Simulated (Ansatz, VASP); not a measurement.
# Zn4SO3: VASP beside Ansatz

File INCAR:

```
SYSTEM = Zn4SO3
ALGO = Normal
EDIFF = 1E-7
ENCUT = 520
GGA = PE
ISIF = 2
ISMEAR = 0
LASPH = .True.
LCHARG = .False.
LREAL = .False.
LWAVE = .False.
NBANDS = 46
NELM = 100
PREC = Accurate
SIGMA = 0.1
```

Contents of KPOINTS:

```
k-points
0
Gamma
  4 4 4
  0 0 0
```

Contents of POSCAR:

```
Zn4SO3
1.0
    4.8207755000      0.0000000000      0.0000000000
    0.0000000000      4.8207755000      0.0000000000
    0.0000000000      0.0000000000      4.8207755000
Zn S O
4 1 3
Direct
    0.7706070000      0.7706070000      0.7706070000
    0.7706070000      0.2293930000      0.2293930000
    0.2293930000      0.7706070000      0.2293930000
    0.2293930000      0.2293930000      0.7706070000
    0.5000000000      0.5000000000      0.5000000000
    0.0000000000      0.0000000000      0.5000000000
    0.0000000000      0.5000000000      0.0000000000
    0.5000000000      0.0000000000      0.0000000000
```

Input for Ansatz:

```yaml
crystal:
  lattice:
    - [4.8207755, 0.0, 0.0]
    - [0.0, 4.8207755, 0.0]
    - [0.0, 0.0, 4.8207755]
  atoms:
    - { symbol: Zn, position: [0.770607, 0.770607, 0.770607] }
    - { symbol: Zn, position: [0.770607, 0.229393, 0.229393] }
    - { symbol: Zn, position: [0.229393, 0.770607, 0.229393] }
    - { symbol: Zn, position: [0.229393, 0.229393, 0.770607] }
    - { symbol: S, position: [0.5, 0.5, 0.5] }
    - { symbol: O, position: [0.0, 0.0, 0.5] }
    - { symbol: O, position: [0.0, 0.5, 0.0] }
    - { symbol: O, position: [0.5, 0.0, 0.0] }
basis:
  ecutwfc: 420
kpoints:
  mp_grid: { grid: [4, 4, 4] }
hamiltonian:
  xc: pbe
scf:
  occupations: { method: gaussian, width: 0.1 }
  lower_state_search: "off"
output:
  forces: true
  stress: true
  eigenvalues: true
```

Alike in both runs: task single point; functional PBE; k mesh 4 × 4 × 4; occupations gaussian, width 0.1 eV; no spin polarisation.

|  | VASP | Ansatz |
| --- | --- | --- |
| version | VASP 6.6.1 | Ansatz 0.2.0 |
| potentials or method | VASP PAW PBE potentials, release 64 (Zn, S, O), cutoff 520 eV | scalar-relativistic, plane waves, PAW |
| valence electrons in the cell | 72 | 72 |

```tsv
	VASP	Ansatz	Ansatz less VASP
gap on the k mesh at the Fermi level (eV)	0.42	0.43	+0.014
least direct gap on the mesh (eV)	0.42	0.43	+0.014
pressure (GPa)	0.6	0.0	-0.56
rms of the force components (eV/Å)	0.011	0.000	-0.0110
```

Atom by atom the forces differ by 0.011 eV/Å (rms over components). The functional is the same, so the differences come from potentials, cutoffs and numerics.
